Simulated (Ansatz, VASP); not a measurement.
## GaP: VASP beside Ansatz

```xyz
6
Lattice="3.6562 0.0000 0.0000 -1.8281 3.1664 0.0000 0.0000 0.0000 8.0072" Properties=species:S:1:pos:R:3 pbc="T T T"
Ga   -0.9141    1.5832    1.3345
Ga    0.9141    1.5832    6.6727
Ga    1.8281    0.0000    4.0036
P     0.9141    1.5832    2.6691
P     1.8281    0.0000    0.0000
P    -0.9141    1.5832    5.3382
```

Alike in both runs: task single point; functional PBE; k mesh 6 × 6 × 2; occupations gaussian, width 0.1 eV; no spin polarisation.

|  | VASP | Ansatz |
| --- | --- | --- |
| version | VASP 6.6.1 | Ansatz 0.2.0 |
| potentials or method | VASP PAW PBE potentials, release 64 (Ga_d, P), cutoff 520 eV | scalar-relativistic, plane waves, PAW |
| valence electrons in the cell | 54 | 54 |

Ansatz gave:

| Property | Result |
| --- | --- |
| gap on the k mesh at the Fermi level (eV) | 0.54 |
| least direct gap on the mesh (eV) | 1.87 |
| pressure (GPa) | 25.3 |
| traceless stress, the component that is largest in VASP (GPa) | 0.51 |

Question: Estimate VASP's values.

Answer: gap on the k mesh at the Fermi level (eV): 0.53; least direct gap on the mesh (eV): 1.88; pressure (GPa): 25.2; traceless stress, the component that is largest in VASP (GPa): 0.50.
